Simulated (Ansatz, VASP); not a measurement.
# One calculation of Cd, two programs

```
CELL_PARAMETERS angstrom
0.00000 2.14118 2.14118
2.14118 0.00000 2.14118
2.14118 2.14118 0.00000
ATOMIC_POSITIONS crystal
Cd 0.00000 0.00000 0.00000
```

Alike in both runs: task single point; functional PBE; k mesh 16 × 16 × 16; occupations gaussian, width 0.1 eV; no spin polarisation.

|  | VASP | Ansatz |
| --- | --- | --- |
| version | VASP 6.6.1 | Ansatz 0.2.0 |
| potentials or method | VASP PAW PBE potentials, release 64 (Cd), cutoff 520 eV | scalar-relativistic, plane waves, PAW |
| valence electrons in the cell | 12 | 20 |

```tsv
	VASP	Ansatz	Ansatz less VASP
gap on the k mesh at the Fermi level (eV)	none	none	-
pressure (GPa)	10.3	9.8	-0.50
```

A gap of «none» marks a metal or a gap that the smearing closes. The functional is the same, so the differences come from potentials, cutoffs and numerics. VASP's potentials hold 12 valence electrons a cell and Ansatz's 20, so a difference there can come from the potentials and not from the codes.
